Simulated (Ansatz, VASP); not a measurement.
# HfB: VASP beside Ansatz

Contents of INCAR:

```
SYSTEM = HfB
  PREC = Accurate
  ENCUT = 600
  EDIFF = 1E-6
  ISMEAR = 0
  SIGMA = 0.1
  LREAL = .FALSE.
  LASPH = .TRUE.
  NELM = 60
  ALGO = Normal
  ISIF = 3
  LWAVE = .FALSE.
  LCHARG = .FALSE.
  GGA = PE
  IBRION = 2
  NSW = 65
  EDIFFG = -0.01
```

The input KPOINTS:

```
Automatic mesh
0
G
  12 12 6
  0 0 0
```

Contents of POSCAR:

```
HfB
1.0
    3.4223056964      0.0000000000      0.0000000000
   -1.7111528482      2.9638036726      0.0000000000
    0.0000000000      0.0000000000      5.5676685679
Hf B
2 2
Direct
    0.0000000000      0.0000000000      0.0000000000
    0.3333333333      0.6666666667      0.5000000000
    0.6666666667      0.3333333333      0.2500000000
    0.6666666667      0.3333333333      0.7500000000
```

Input for Ansatz:

```yaml
crystal:
  lattice:
    - [3.4223056964, 0.0, 0.0]
    - [-1.7111528482, 2.9638036726, 0.0]
    - [0.0, 0.0, 5.5676685679]
  atoms:
    - { symbol: Hf, position: [0.0, 0.0, 0.0] }
    - { symbol: B, position: [0.6666666667, 0.3333333333, 0.25] }
    - { symbol: Hf, position: [0.3333333333, 0.6666666667, 0.5] }
    - { symbol: B, position: [0.6666666667, 0.3333333333, 0.75] }
basis:
  ecutwfc: 420
kpoints:
  mp_grid: { grid: [12, 12, 6] }
hamiltonian:
  xc: pbe
scf:
  occupations: { method: gaussian, width: 0.1 }
output:
  forces: true
  stress: true
  eigenvalues: true
  populations: true
relax:
  adjacent_minimum: "off"
  f_tol: 0.01
  max_steps: 45
  cell: { stress_tol: 0.05 }
```

Alike in both runs: task relaxation of cell and atoms; functional PBE; k mesh 12 × 12 × 6; occupations gaussian, width 0.1 eV; no spin polarisation.

|  | VASP | Ansatz |
| --- | --- | --- |
| version | VASP 6.6.1 | Ansatz 0.2.0 |
| potentials or method | VASP PAW PBE potentials, release 64 (Hf_pv, B), cutoff 600 eV | scalar-relativistic, plane waves, PAW |
| valence electrons in the cell | 26 | 58 |

|  | VASP | Ansatz | Ansatz less VASP |
| --- | --- | --- | --- |
| gap on the k mesh at the Fermi level, each at its own relaxed structure (eV) | none | none | - |
| relaxed volume (Å³/atom) | 14.11 | 14.11 | +0.004 |

A gap of «none» marks a metal or a gap that the smearing closes. VASP's potentials hold 26 valence electrons a cell and Ansatz's 58, so a difference there can come from the potentials and not from the codes.

Spin-orbit coupling is off throughout.
